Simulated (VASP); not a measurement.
The system is Yb.

```xyz
1
Lattice="-2.1097 2.1097 2.2375 2.1097 -2.1097 2.2375 2.1097 2.1097 -2.2375" Properties=species:S:1:pos:R:3 pbc="T T T"
Yb    0.0000    0.0000    0.0000
```

This cell differs from its parent crystal: z stretched by +4 % at fixed volume.

Base run:

* Program: VASP 6.6.1
* Functional: PBEsol
* Potentials or basis: VASP PAW PBE potentials, release 64 (Yb)
* Cutoff: 520 eV
* k mesh: 12 × 12 × 12
* Occupations: fermi-dirac, width 0.05 eV
* Spin: no spin polarisation

Its results: band gap on the k mesh zero (bands 12 and 13 overlap by 0.53 eV); pressure -3.5 GPa.

Q: The run is repeated on the same cell with these changes: further incar settings from ALGO = Normal; EDIFF = 1e-08; NBANDS = 18 to ALGO = Normal; EDIFF = 1e-07; NBANDS = 18. What comes out?

A: Band gap on the k mesh zero (bands 12 and 13 overlap by 0.53 eV); pressure -4.0 GPa.

Caveats: the cell stands under tension; the PAW data sets were made with another functional, which shifts forces and pressure a little; spin-orbit coupling is left out, which moves the levels of the heavy elements.
